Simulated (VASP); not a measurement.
A run of VASP 6.6.1:

File INCAR:

```
SYSTEM = Ta
PREC = Accurate ; ENCUT = 520
EDIFF = 1E-6 ; ISMEAR = -1
SIGMA = 0.1 ; LREAL = .False.
LASPH = .True. ; NELM = 100
ALGO = Normal ; ISIF = 2
LWAVE = .False. ; LCHARG = .False.
GGA = RE ; NBANDS = 12
```

The input KPOINTS:

```
Automatic mesh
0
Gamma
  22 22 22
  0 0 0
```

The input POSCAR:

```
Ta
1.0
   -1.7318120746      1.7318120746      1.7318120746
    1.7318120746     -1.7318120746      1.7318120746
    1.7318120746      1.7318120746     -1.7318120746
Ta
1
Direct
    0.0000000000      0.0000000000      0.0000000000
```

Potentials or basis: VASP PAW PBE potentials, release 64 (Ta_pv).

The run is started by

```bash
$ cat potpaw_PBE.64/Ta_pv/POTCAR > POTCAR
$ mpirun -np 1 vasp_std > vasp.out
```

Hardware: 1 thread of Intel Xeon 8259CL, on a shared host.

Q: How long does it take, and how much memory?

A: Wall time 58 s on 1 thread of Intel Xeon 8259CL (shared host), peak memory 0.2 GiB. Counts: scf iterations 11, k points 328.
